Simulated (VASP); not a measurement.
Runs of VASP 6.6.1 on Cu. The structure is that of space group P6_3/mmc (No. 194), or close to it. The cells are those of the table. This isn't the form of Cu at room conditions, which is fcc.

| cell | gap on the mesh (eV) | pressure (GPa) |
| --- | --- | --- |
| a = 2.416, b = 2.416, c = 4.625 Å, angles 105.1, 105.1, 120.0°, 2 atoms | none | 30.0 |
| a = 2.521, b = 2.521, c = 4.826 Å, angles 105.1, 105.1, 120.0°, 2 atoms | none | (a) |
| a = 2.554, b = 2.554, c = 4.890 Å, angles 105.1, 105.1, 120.0°, 2 atoms | none | -5.2 |
| a = 2.452, b = 2.452, c = 4.694 Å, angles 105.1, 105.1, 120.0°, 2 atoms | none | 17.8 |

Alike in all rows: task single point; level PBEsol; potentials or basis VASP PAW PBE potentials, release 64 (Cu); no spin polarisation; k mesh 18 × 18 × 9; cutoff (eV) 600; smearing fermi-dirac 0.1 eV.

Task: Fill in the values left out.

Result: (a) 0.7.

Caveats: the PAW data sets were made with another functional, which shifts forces and pressure a little; the cell stands under pressure (at least some runs); the cell stands under tension (at least some runs).

A gap of «none» marks levels without a gap at the run's occupations.
